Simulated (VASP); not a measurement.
MgO:

```
Mg O
1.0
     0.00000    2.28201    2.28201
     2.28201    0.00000    2.28201
     2.28201    2.28201    0.00000
Mg O
1 1
Direct
  0.00000 0.00000 0.00000
  0.25000 0.25000 0.25000
```

Base run:

| Property | Result |
| --- | --- |
| Program | VASP 6.6.1 |
| Functional | r2SCAN |
| Potentials or basis | VASP PAW PBE potentials, release 64 (Mg, O) |
| Cutoff | 520 eV |
| k mesh | 6 × 6 × 6 |
| Occupations | gaussian, width 0.01 eV |
| Spin | no spin polarisation |

Its results: band gap on the k mesh 4.32 eV, direct; pressure -0.6 GPa.

**Question.** The run is repeated on the same cell with these changes: dispersion from none to D3(BJ). What comes out?

**Answer.** Band gap on the k mesh 4.32 eV, direct; pressure -2.0 GPa.

Dispersion adds attraction, which lowers the pressure at fixed volume and, as a term added to the energy, leaves the levels alone.

Caveats: the PAW data sets were made with another functional, which shifts forces and pressure a little.

